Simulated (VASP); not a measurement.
A run of VASP 6.6.1 is set up as follows.

The input INCAR:

```
SYSTEM = Al
PREC     = Accurate       ! precision mode
ENCUT    = 600            ! plane-wave cutoff, eV
EDIFF    = 1E-6           ! SCF threshold, eV
ISMEAR   = -1             ! smearing method
SIGMA    = 0.08           ! smearing width, eV
LREAL    = .FALSE.        ! projectors in reciprocal space
LASPH    = .TRUE.         ! aspherical terms in the spheres
NELM     = 80             ! most SCF steps
ALGO     = Normal         ! electronic algorithm
ISIF     = 4              ! what is computed and relaxed
LWAVE    = .FALSE.        ! write WAVECAR
LCHARG   = .FALSE.        ! write CHGCAR
GGA      = CA             ! functional
IBRION   = 2              ! ionic algorithm
NSW      = 50             ! ionic steps
EDIFFG   = -0.005         ! ionic threshold
```

File KPOINTS:

```
Automatic mesh
0
G
  15 15 8
  0 0 0
```

File POSCAR:

```
Al
1.0
    2.5692292850      0.0000000000      0.0000000000
   -1.2846146425      2.2250178289      0.0000000000
    0.0000000000      0.0000000000      4.2409568386
Al
2
Direct
    0.3333333333      0.6666666667      0.2500000000
    0.6666666667      0.3333333333      0.7500000000
```

Potentials or basis: VASP PAW LDA potentials, release 64 (Al).

Command:

```bash
$ cat potpaw_LDA.64/Al/POTCAR > POTCAR
$ mpirun -np 1 vasp_std > vasp.out
```

Q: Predict the band gap on the k mesh.

A: Zero (band 3 reaches 16.19 eV, above the bottom of band 4 at 7.89 eV).

Final structure:
```
Al
1.0
     2.57322    0.00000    0.00000
    -1.28661    2.22847    0.00000
     0.00000    0.00000    4.22782
Al
2
Direct
  0.33333 0.66667 0.25000
  0.66667 0.33333 0.75000
```
